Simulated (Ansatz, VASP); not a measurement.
## SnS2: VASP beside Ansatz

The input INCAR:

```
PREC     = Accurate       # precision mode
ENCUT    = 500            # plane-wave cutoff, eV
EDIFF    = 1E-6           # SCF threshold, eV
ISMEAR   = 0              # smearing method
SIGMA    = 0.01           # smearing width, eV
LREAL    = F              # projectors in reciprocal space
LASPH    = T              # aspherical terms in the spheres
NELM     = 120            # most SCF steps
ALGO     = Normal         # electronic algorithm
ISIF     = 2              # what is computed and relaxed
LWAVE    = F              # write WAVECAR
LCHARG   = F              # write CHGCAR
GGA      = PE             # functional
NBANDS   = 20             # bands
GGA_COMPAT= F
```

KPOINTS

```
Automatic mesh
0
Gamma
  6 6 4
```

Contents of POSCAR:

```
SnS2
1.0
    3.7790972073      0.0000000000      0.0000000000
   -1.8895486037      3.2727941804      0.0000000000
    0.0000000000      0.0000000000      6.0939110779
Sn S
1 2
Direct
    0.0000000000      0.0000000000      0.0000000000
    0.3333333333      0.6666666667      0.2500000000
    0.6666666667      0.3333333333      0.7500000000
```

Input for Ansatz:

```yaml
crystal:
  lattice:
    - [3.7790972073272333, 0.0, 0.0]
    - [-1.8895486036636167, 3.2727941803763394, 0.0]
    - [0.0, 0.0, 6.093911077932456]
  atoms:
    - { symbol: Sn, position: [0.0, 0.0, 0.0] }
    - { symbol: S, position: [0.3333333333333333, 0.6666666666666666, 0.25] }
    - { symbol: S, position: [0.6666666666666666, 0.3333333333333333, 0.75] }
basis:
  ecutwfc: 462.593566181796
kpoints:
  mp_grid:
    grid: [6, 6, 4]
hamiltonian:
  xc: pbe
scf:
  occupations:
    method: fixed
output:
  stress: true
```

Alike in both runs: task single point; functional PBE; k mesh 6 × 6 × 4; no spin polarisation.

|  | VASP | Ansatz |
| --- | --- | --- |
| version | VASP 6.6.1 | Ansatz 0.2.0 |
| potentials or method | VASP PAW PBE potentials, release 64 (Sn_d, S), cutoff 500 eV | plane waves, PAW |
| occupations | gaussian, width 0.01 eV | fixed |
| valence electrons in the cell | 26 | 26 |

Ansatz gave:

| Property | Result |
| --- | --- |
| pressure (GPa) | -3.7 |
| traceless stress, the component that is largest in VASP (GPa) | 0.19 |

**Question.** Estimate VASP's values.

**Answer.** Pressure (GPa): -3.8; traceless stress, the component that is largest in VASP (GPa): 0.20.
